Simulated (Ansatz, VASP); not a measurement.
# Two plane-wave programs on Si4B

```
CELL_PARAMETERS angstrom
-3.90000 3.90000 2.47500
3.90000 -3.90000 2.47500
3.90000 3.90000 -2.47500
ATOMIC_POSITIONS crystal
Si 0.40000 0.20000 0.60000
Si 0.35000 0.05000 0.90000
Si 0.60000 0.80000 0.40000
Si 0.55000 0.65000 0.70000
Si 0.80000 0.40000 0.20000
Si 0.15000 0.45000 0.10000
Si 0.95000 0.85000 0.30000
Si 0.20000 0.60000 0.80000
B 0.75000 0.25000 0.50000
B 0.00000 0.00000 0.00000
```

Change from the starting cell: built by hand: B-substituted diamond Si, Ni4Mo-like ordering (I4_1/a, No. 88).

Alike in both runs: task relaxation of cell and atoms; functional PBE; k mesh 4 × 4 × 4; occupations gaussian, width 0.2 eV; no spin polarisation.

|  | VASP | Ansatz |
| --- | --- | --- |
| version | VASP 6.6.1 | Ansatz 0.2.0 |
| potentials or method | VASP PAW PBE potentials, release 64 (Si, B), cutoff 600 eV | scalar-relativistic, plane waves, PAW |
| valence electrons in the cell | 38 | 38 |

|  | VASP | Ansatz | Ansatz less VASP |
| --- | --- | --- | --- |
| gap on the k mesh at the Fermi level, each at its own relaxed structure (eV) | none | none | - |
| relaxed volume (Å³/atom) | 17.00 | 16.99 | -0.015 |
| relaxed length of the cell vector where the two differ most in proportion (Å) | 6.301 | 6.293 | -0.0080 |

A gap of «none» marks a metal or a gap that the smearing closes.

The k mesh is coarse, so the values compare programs but aren't converged.
